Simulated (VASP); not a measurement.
# Cu (I4/mmm) in VASP: a series of runs

The runs below take Cu through single point, with PBE.

All numbers are computed with VASP 6.6.1; they aren't measurements. Logs are shortened: lines on timing, memory, paths and dates and some standing lists are left out, and cuts for length are marked.

## Step 1: The cell of the first run

It takes space group I4/mmm (No. 139, tetragonal). The conventional cell has a = 2.595 Å, b = 2.595 Å, c = 3.561 Å, α = 90.00°, β = 90.00°, γ = 90.00°. Cu (site symmetry 4/mmm) has 12 Cu at 2.56 to 2.59 Å within 3.4 Å.

## Step 2: Single point, PBE (strain +0.015 along x and y, -0.015 along z)

The input, INCAR:

```
  ALGO = Normal
  EDIFF = 1E-7
  ENCUT = 520
  GGA = PE
  ISIF = 2
  ISMEAR = 0
  LASPH = T
  LCHARG = F
  LREAL = F
  LWAVE = F
  NBANDS = 12
  NELM = 80
  PREC = Accurate
  SIGMA = 0.15
```

The input, KPOINTS:

```
k-points
0
Gamma
  22 22 22
```

The input, POSCAR:

```
Cu
1.0
    0.0000000000      1.8346125000      1.7803875000
    1.8346125000      0.0000000000      1.7803875000
    1.8346125000      1.8346125000      0.0000000000
Cu
1
Direct
    0.0000000000      0.0000000000      0.0000000000
```

Potentials or basis: VASP PAW PBE potentials, release 64 (Cu).

Launch:

```
> cat potpaw_PBE.64/Cu/POTCAR > POTCAR
> mpirun -np 1 vasp_std > vasp.out
```

OUTCAR:

```text
EDIFF = 1E-7
   ENCUT = 520
   GGA = PE
   ISIF = 2
   ISMEAR = 0
   LASPH = T
   LREAL = F
   NELM = 80
   PREC = Accurate

 ion  position               nearest neighbor table
   1  0.000  0.000  0.000-

  LATTYP: Found a body centered tetragonal cell.
 ALAT       =     2.5945338792
 C/A-ratio  =     1.3724141467

  Lattice vectors:

 A1 = (   0.0000000000,  -1.8346125000,  -1.7803875000)
 A2 = (   0.0000000000,   1.8346125000,  -1.7803875000)
 A3 = (   1.8346125000,   0.0000000000,   1.7803875000)

Analysis of symmetry for initial positions (statically):
=====================================================================
 Subroutine PRICEL returns:
 Original cell was already a primitive cell.

 Routine SETGRP: Setting up the symmetry group for a
 body centered tetragonal supercell.

 Subroutine GETGRP returns: Found 16 space group operations
 (whereof 16 operations were pure point group operations)
 out of a pool of 16 trial point group operations.

The static configuration has the point symmetry D_4h.

Analysis of symmetry for dynamics (positions and initial velocities):
=====================================================================
 Subroutine PRICEL returns:
 Original cell was already a primitive cell.

 Routine SETGRP: Setting up the symmetry group for a
 body centered tetragonal supercell.

 Subroutine GETGRP returns: Found 16 space group operations
 (whereof 16 operations were pure point group operations)
 out of a pool of 16 trial point group operations.

The dynamic configuration has the point symmetry D_4h.

 Subroutine INISYM returns: Found 16 space group operations
 (whereof 16 operations are pure point group operations),
 and found     1 'primitive' translations

----------------------------------------------------------------------------------------

                                     Primitive cell

  volume of cell :      11.9849

  direct lattice vectors                    reciprocal lattice vectors
     0.000000000  1.834612500  1.780387500    -0.272537116  0.272537116  0.280837739
     1.834612500  0.000000000  1.780387500     0.272537116 -0.272537116  0.280837739
     1.834612500  1.834612500  0.000000000     0.272537116  0.272537116 -0.280837739

  length of vectors
     2.556478569  2.556478569  2.594533879     0.476888661  0.476888661  0.476888661

  position of ions in fractional coordinates (direct lattice)
     0.000000000  0.000000000  0.000000000

  ion indices of the primitive-cell ions
   primitive index   ion index
                 1           1

----------------------------------------------------------------------------------------

 KPOINTS: k-points

Automatic generation of k-mesh.
 Grid dimensions read from file:
 generate k-points for:   22   22   22

 Generating k-lattice:

  Cartesian coordinates                     Fractional coordinates (reciprocal lattice)
    -0.012388051  0.012388051  0.012765352     0.045454545  0.000000000  0.000000000
     0.012388051 -0.012388051  0.012765352     0.000000000  0.045454545  0.000000000
     0.012388051  0.012388051 -0.012765352    -0.000000000 -0.000000000  0.045454545

  Length of vectors
     0.021676757  0.021676757  0.021676757

  Shift w.r.t. Gamma in fractional coordinates (k-lattice)
     0.000000000  0.000000000  0.000000000

 Subroutine IBZKPT returns following result:
 ===========================================

 Found    834 irreducible k-points:

 Following reciprocal coordinates:
            Coordinates               Weight
  0.000000  0.000000  0.000000      1.000000
  0.045455 -0.000000  0.000000      8.000000
  0.090909 -0.000000  0.000000      8.000000
  0.136364  0.000000  0.000000      8.000000
  0.181818  0.000000  0.000000      8.000000
  0.227273  0.000000  0.000000      8.000000
[... 16 lines left out ...]
  0.500000  0.045455  0.000000      8.000000
 -0.454545  0.045455  0.000000      8.000000
 [... further k-points ...]
   k-points           NKPTS =    834   k-points in BZ     NKDIM =    834   number of bands    NBANDS=     12
   number of dos      NEDOS =    301   number of ions     NIONS =      1
   total plane-waves  NPLWV =   8000
   dimension x,y,z NGX =    20 NGY =   20 NGZ =   20
   dimension x,y,z NGXF=    40 NGYF=   40 NGZF=   40
   ions per type =               1
   NGX,Y,Z   is equivalent  to a cutoff of  13.01, 13.01, 12.82 a.u.
   NGXF,Y,Z  is equivalent  to a cutoff of  26.01, 26.01, 25.63 a.u.
 SYSTEM =  unknown system
   PREC   = accura    normal or accurate (medium, high low for compatibility)
   ISTART =      0    job   : 0-new  1-cont  2-samecut
   ICHARG =      2    charge: 1-file 2-atom 10-const
   ISPIN  =      1    spin polarized calculation?
   LNONCOLLINEAR =      F non collinear calculations
   LSORBIT =      F    spin-orbit coupling
   LASPH  =      T    aspherical Exc in radial PAW
   ENCUT  =  520.0 eV  38.22 Ry    6.18 a.u.   4.75  4.75  4.82*2*pi/ulx,y,z
   NELM   =     80;   NELMIN=  2; NELMDL= -5     # of ELM steps
   EDIFF  = 0.1E-06   stopping-criterion for ELM
   LREAL  =      F    real-space projection
   EDIFFG = 0.1E-05   stopping-criterion for IOM
   NSW    =      0    number of steps for IOM
   IBRION =     -1    ionic relax: 0-MD 1-quasi-New 2-CG
   NFREE  =      0    steps in history (QN), initial steepest desc. (CG)
   ISIF   =      2    stress and relaxation
   ISYM   =      2    0-nonsym 1-usesym 2-fastsym
   POTIM  = 0.5000    time-step for ionic-motion
   TEBEG  =    0.0;   TEEND  =   0.0 temperature during run
   PSTRESS=    0.0 pullay stress
   NELECT =      11.0000    total number of electrons
   NUPDOWN=      -1.0000    fix difference up-down
   EMIN   =  10.00;   EMAX   =-10.00  energy-range for DOS
   EFERMI =   0.00;   METHOD = LEGACY
   ISMEAR =     0;   SIGMA  =   0.15  broadening in eV -4-tet -1-fermi 0-gaus
   EFERMI_NEDOS =   21; number of points for ismear=-14 and -15
   IALGO  =     38    algorithm
   IMIX   =      4    mixing-type and parameters
     AMIX     =   0.40;   BMIX     =  1.00
     AMIX_MAG =   1.60;   BMIX_MAG =  1.00
  volume/ion in A,a.u.               =      11.98        80.88
  Fermi-wavevector in a.u.,A,eV,Ry     =   1.590968  3.006493 34.438763  2.531178
  Thomas-Fermi vector in A             =   2.689581
   LORBIT       =      0    0 simple, 1 ext, 2 COOP (PROOUT), +10 PAW based schemes
   GGA     = PE    functional components
   LHFCALC =     F    Hartree Fock is set to
   AEXX    =    0.0000 exact exchange contribution
   IVDW    =     0    specifies the selected vdW correction
   LEPSILON=     F    determine dielectric tensor
   LRPA    =     F    only Hartree local field effects (RPA)
 non-spin polarized calculation
 Gauss-broadening in eV      SIGMA  =   0.15
  energy-cutoff  :      520.00
  volume of cell :       11.98
 maximum number of plane-waves:       334
   NGX =  9   NGY =  9   NGZ =  9

 number of electron      11.0000001 magnetization

 Free energy of the ion-electron system (eV)
  ---------------------------------------------------
  ext. energy  EPLUGINS =         0.00000000
  ---------------------------------------------------
  free energy    TOTEN  =        -3.72931440 eV

  energy without entropy =       -3.72652046  energy(sigma->0) =       -3.72791743

 E-fermi :   7.4024     XC(G=0): -12.6408

 val. band max:        7.3795623462   @ k =  -0.2273   0.2727   0.1818
 cond. band min:       7.4030292254   @ k =  -0.1364   0.3636   0.2273
 fundamental gap:      0.0234668792
 Fermi energy:         7.4024202609

 k-point     1 :       0.0000    0.0000    0.0000
  band No.  band energies     occupation
      1      -1.8348      2.00000
      2       4.3787      2.00000
      3       4.3787      2.00000
      4       4.5163      2.00000
      5       5.1546      2.00000
      6       5.2928      2.00000
      7      29.8990      0.00000
      8      32.3857      0.00000
      9      32.3857      0.00000
     10      32.4953      0.00000
     11      34.8521      0.00000
     12      34.9333      0.00000

 k-point     2 :       0.0455   -0.0000    0.0000
  band No.  band energies     occupation
      1      -1.7602      2.00000
      2       4.3729      2.00000
      3       4.3930      2.00000
      4       4.5204      2.00000
      5       5.1501      2.00000
      6       5.2861      2.00000
      7      29.4953      0.00000
      8      31.3323      0.00000
      9      32.1167      0.00000
     10      32.2124      0.00000
     11      35.2376      0.00000
     12      35.3035      0.00000

 k-point     3 :       0.0909   -0.0000    0.0000
  band No.  band energies     occupation
      1      -1.5379      2.00000
      2       4.3451      2.00000
      3       4.4314      2.00000
      4       4.5425      2.00000
      5       5.1405      2.00000
      6       5.2689      2.00000
      7      27.7754      0.00000
      8      30.6541      0.00000
      9      31.5665      0.00000
     10      31.7136      0.00000
     11      36.0628      0.00000
     12      36.1284      0.00000
[... 286 lines left out ...]
 k-point    23 :       0.5000    0.0455    0.0000
  band No.  band energies     occupation
      1       2.4491      2.00000
      2       4.3445      2.00000
      3       4.4363      2.00000
      4       5.4725      2.00000
      5       5.8121      2.00000
      6       6.7509      2.00000
      7      11.1680      0.00000
      8      27.9112      0.00000
      9      28.1462      0.00000
     10      29.0688      0.00000
     11      32.5793      0.00000
     12      33.5018      0.00000

 k-point    24 :      -0.4545    0.0455    0.0000
  band No.  band energies     occupation
      1       2.4324      2.00000
      2       4.3459      2.00000
      3       4.4402      2.00000
      4       5.4661      2.00000
      5       5.7806      2.00000
      6       6.6175      2.00000
      7      11.3959      0.00000
      8      27.9555      0.00000
      9      28.5354      0.00000
     10      28.7131      0.00000
     11      32.2910      0.00000
     12      33.7090      0.00000

 [... further k-points ...]
[... 5 lines left out ...]
  --------------------------------------------------------------------------------------
  -------------------------------------------------------------------------------------
  Total       -0.0233260     -0.0233260      0.0922468      0.0000000     -0.0000000     -0.0000000
  in kB       -3.1182969     -3.1182969     12.3318683      0.0000000     -0.0000000     -0.0000000
  external PRESSURE =       2.0317582 kB  Pullay stress =       0.0000000 kB

 VOLUME and BASIS-vectors are now :
 -----------------------------------------------------------------------------
  energy-cutoff  :      520.00
  volume of cell :       11.98
      direct lattice vectors                 reciprocal lattice vectors
     0.000000000  1.834612500  1.780387500    -0.272537116  0.272537116  0.280837739
     1.834612500  0.000000000  1.780387500     0.272537116 -0.272537116  0.280837739
     1.834612500  1.834612500  0.000000000     0.272537116  0.272537116 -0.280837739

 POSITION                                       TOTAL-FORCE (eV/Angst)
 -----------------------------------------------------------------------------------
      0.00000      0.00000      0.00000         0.000000      0.000000      0.000000
 -----------------------------------------------------------------------------------
    total drift:                                0.000000      0.000000      0.000000

  FREE ENERGIE OF THE ION-ELECTRON SYSTEM (eV)
  ---------------------------------------------------
  free  energy   TOTEN  =        -3.7293143968 eV

  energy  without entropy=       -3.7265204645  energy(sigma->0) =       -3.72791743
```

Wall time 51 s (1 thread of Intel Xeon 6975P-C (Granite Rapids), shared host); peak memory 0.22 GiB.

Results:

- Free energy: -3.7293 eV
- Pressure: 0.2 GPa

Stress tensor (GPa, compression positive):
```
-0.31  0.00  0.00
 0.00 -0.31  0.00
 0.00  0.00  1.23
```

Levels at points of the mesh, in eV from the Fermi level:
```
           k point  band 2  band 3  band 4  band 5  band 6  band 7  band 8  band 9  band 10  band 11
(0.00, 0.00, 0.00)   -3.02   -3.02   -2.89   -2.25   -2.11   22.50   24.98   24.98    25.09    27.45
(0.50, 0.00, 0.00)   -3.08   -2.94   -1.65   -1.59   -0.95    3.69   20.75   21.36    22.59    24.47
(0.50, 0.50, 0.00)   -4.35   -1.64   -1.47   -1.47    1.95    7.54   12.51   12.51    17.04    19.57
(0.50, 0.00, 0.50)   -4.33   -1.64   -1.53   -1.44    1.30    6.76   13.19   13.24    17.63    20.26
```

Caveat: the cell differs from its parent crystal (strain +0.015 along x and y, -0.015 along z).

(Part 1 of 2 ends here.)
